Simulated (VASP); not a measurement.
**GaP: single point with PBE**

Crystal: GaP.

```xyz
2
Lattice="0.0000 2.6707 2.7252 2.6707 0.0000 2.7252 2.6707 2.6707 0.0000" Properties=species:S:1:pos:R:3 pbc="T T T"
Ga    0.0000    0.0000    0.0000
P     4.0061    4.0061    4.0879
```

This cell differs from its parent crystal: equal xx and yy strain of -2 %.

| Quantity | Value |
| --- | --- |
| Program | VASP 6.6.1 |
| Task | single point |
| Functional | PBE |
| Potentials or basis | VASP PAW PBE potentials, release 64 (Ga_d, P) |
| Cutoff | 520 eV |
| k mesh | 10 × 10 × 10 |
| Occupations | fermi-dirac, width 0.05 eV |
| Spin | no spin polarisation |

```json
{
  "Pressure": "6.3 GPa",
  "Band gap on the k mesh": "1.43 eV, indirect (least direct gap 2.12 eV)"
}
```

Stress tensor (GPa, compression positive):
```
6.84 0.00 0.00
0.00 6.84 0.00
0.00 0.00 5.29
```

Levels at points of the mesh, in eV from the valence-band top:
```tsv
k point	band 5	band 6	band 7	band 8	band 9	band 10	band 11	band 12	band 13	band 14
(0.00, 0.00, 0.00)	-14.55	-12.84	-0.12	0.00	0.00	2.12	3.82	3.82	3.87	8.94
(0.50, 0.00, 0.00)	-14.54	-10.64	-6.91	-1.31	-1.13	1.75	4.60	4.75	8.32	11.13
(0.50, 0.50, 0.00)	-14.53	-9.75	-7.08	-2.77	-2.77	1.63	1.87	10.87	10.87	11.41
(0.50, 0.00, 0.50)	-14.53	-9.65	-6.94	-2.92	-2.90	1.48	1.67	10.80	10.84	11.58
```

It took 26 s on 1 thread of Intel(R) Xeon(R) 6975P-C (Granite Rapids), with other jobs on the host, peak memory 0.19 GiB.

Caveat: the cell differs from its parent crystal (equal xx and yy strain of -2 %). A k mesh can miss the band edges.
